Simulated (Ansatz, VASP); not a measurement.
## HfC in VASP and in Ansatz

```
Hf C
1.0
     0.00000    2.32500    2.32500
     2.32500    0.00000    2.32500
     2.32500    2.32500    0.00000
Hf C
1 1
Direct
  0.50000 0.50000 0.50000
  0.00000 0.00000 0.00000
```

Alike in both runs: task single point; functional r2SCAN; k mesh 10 × 10 × 10; occupations gaussian, width 0.05 eV; non-collinear spin, spin-orbit coupling.

```csv
,VASP,Ansatz
version,VASP 6.6.1,Ansatz 0.2.0
potentials or method,"VASP PAW PBE potentials, release 64 (Hf_pv, C), cutoff 520 eV","plane waves, PAW"
valence electrons in the cell,14,30
```

```tsv
	VASP	Ansatz	Ansatz less VASP
pressure (GPa)	-2.5	-2.0	+0.54
net moment per atom (μB)	0.00	0.00	0.000
```

VASP's potentials were made for PBE, not for r2SCAN. VASP's potentials hold 14 valence electrons a cell and Ansatz's 30, so a difference there can come from the potentials and not from the codes.
